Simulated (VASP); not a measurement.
Runs of VASP 6.6.1 on KBr. The structure is that of space group P6_3/mmc (No. 194), or close to it. The cells are those of the table. 

| task | level | potentials or basis | cell | cutoff (eV) | gap on the mesh (eV) | pressure (GPa) | relaxed volume (Å³/atom) |
| --- | --- | --- | --- | --- | --- | --- | --- |
| relaxation of cell and atoms | LDA | VASP PAW LDA potentials, release 64 (K_sv, Br) | relaxed from a = 5.672, b = 5.672, c = 6.651 Å, angles 90.0, 90.0, 120.0°, 4 atoms | 600 | (a) | 0.0 | 40.49 |
| relaxation of cell and atoms | PBE | VASP PAW PBE potentials, release 64 (K_sv, Br) | relaxed from a = 5.256, b = 5.256, c = 6.570 Å, angles 90.0, 90.0, 120.0°, 4 atoms | 600 | 4.13 | 0.0 | 46.39 |
| single point | LDA | VASP PAW LDA potentials, release 64 (K_sv, Br) | a = 5.424, b = 5.424, c = 6.323 Å, angles 90.0, 90.0, 120.0°, 4 atoms | 520 | 4.00 | (b) | - |
| single point | PBE | VASP PAW PBE potentials, release 64 (K_sv, Br) | a = 5.672, b = 5.672, c = 6.651 Å, angles 90.0, 90.0, 120.0°, 4 atoms | 520 | 4.14 | 0.0 | - |

Alike in all rows: no spin polarisation; k mesh 6 × 6 × 4; smearing fermi-dirac 0.02 eV.

Q: Estimate the missing entries.

A: (a) 3.99; (b) 0.1.

Caveats: the volume moved by over 15 % at a fixed basis, so the end points are rough (some runs).

A k mesh can miss the band edges, and the runs leave out spin-orbit coupling on Br.
